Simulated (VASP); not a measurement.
Al12O, 13 atoms in the cell. The cell holds a slab with vacuum, 13 atoms: a = 5.714 Å, b = 5.714 Å, c = 20.102 Å, α = 90.00°, β = 90.00°, γ = 120.00°. 

| Item | Value |
| --- | --- |
| Program | VASP 6.6.1 |
| Task | relaxation of the atoms |
| Functional | PBE |
| Potentials or basis | VASP PAW PBE potentials, release 64 (Al, O) |
| Cutoff | 520 eV |
| k mesh | 6 × 6 × 1 |
| Occupations | gaussian, width 0.1 eV |
| Spin | no spin polarisation |
| Dipole correction | yes |
| Atoms held fixed (from 0) | [0, 1, 2, 3, 4, 5, 6, 7, 8, 9, 10, 11] |
| Further INCAR settings | ALGO = Normal; EDIFF = 1e-06; IBRION = 2; EDIFFG = -0.025; NSW = 36 |
| Atoms held along some axes (from 0) | atom 12 along a and b |

Potentials or basis: VASP PAW PBE potentials, release 64 (Al, O).

The run is started by

```console
$ cat potpaw_PBE.64/Al/POTCAR potpaw_PBE.64/O/POTCAR > POTCAR
$ mpirun -np 1 vasp_std > vasp.out
```

Hardware: 1 thread of Intel(R) Xeon(R) Platinum 8559C (Emerald Rapids), with other jobs on the host.

Task: How long does it take, and how much memory?

Result: Run time: 11 min on 1 thread of Intel(R) Xeon(R) Platinum 8559C (Emerald Rapids) (shared host), peak memory 0.65 GiB. Counts: scf iterations 69, k points 7, ion steps 4.
